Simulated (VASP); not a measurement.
A run of VASP 6.6.1:

File INCAR:

```
SYSTEM = TiO2
PREC     = Accurate       ! precision mode
ENCUT    = 520            ! plane-wave cutoff, eV
EDIFF    = 1E-7           ! SCF threshold, eV
ISMEAR   = 0              ! smearing method
SIGMA    = 0.01           ! smearing width, eV
LREAL    = .False.        ! projectors in reciprocal space
LASPH    = .True.         ! aspherical terms in the spheres
NELM     = 100            ! most SCF steps
ALGO     = Normal         ! electronic algorithm
ISIF     = 2              ! what is computed and relaxed
LWAVE    = .False.        ! write WAVECAR
LCHARG   = .False.        ! write CHGCAR
GGA      = PS             ! functional
NBANDS   = 33             ! bands
```

The input KPOINTS:

```
Automatic mesh
0
Gamma
  6 6 6
  0 0 0.5
```

File POSCAR:

```
TiO2
1.0
    2.6712058798     -2.6712807098     -0.0199768479
    2.6712058798      2.6712807098     -0.0199768479
   -2.6352899486      0.0000000000      4.8119333815
Ti O
2 4
Direct
    0.1250075032      0.8749924968      0.2500000000
    0.8749924968      0.1250075032      0.7500000000
    0.3322533869      0.0822599343      0.6645088159
    0.6677466131      0.9177400657      0.3354911841
    0.9177400657      0.6677466131      0.8354911841
    0.0822599343      0.3322533869      0.1645088159
```

Potentials or basis: VASP PAW PBE potentials, release 64 (Ti_sv, O).

Command:

```console
$ cat potpaw_PBE.64/Ti_sv/POTCAR potpaw_PBE.64/O/POTCAR > POTCAR
$ mpirun -np 1 vasp_std > vasp.out
```

Hardware: 1 thread of Intel(R) Xeon(R) Platinum 8488C (Sapphire Rapids), on a shared host.

Problem. Estimate the wall time of this run.

Solution. Wall time 2.8 min on 1 thread of Intel(R) Xeon(R) Platinum 8488C (Sapphire Rapids), with other jobs on the host, peak memory 0.24 GiB. Counts: scf iterations 17, k points 63.
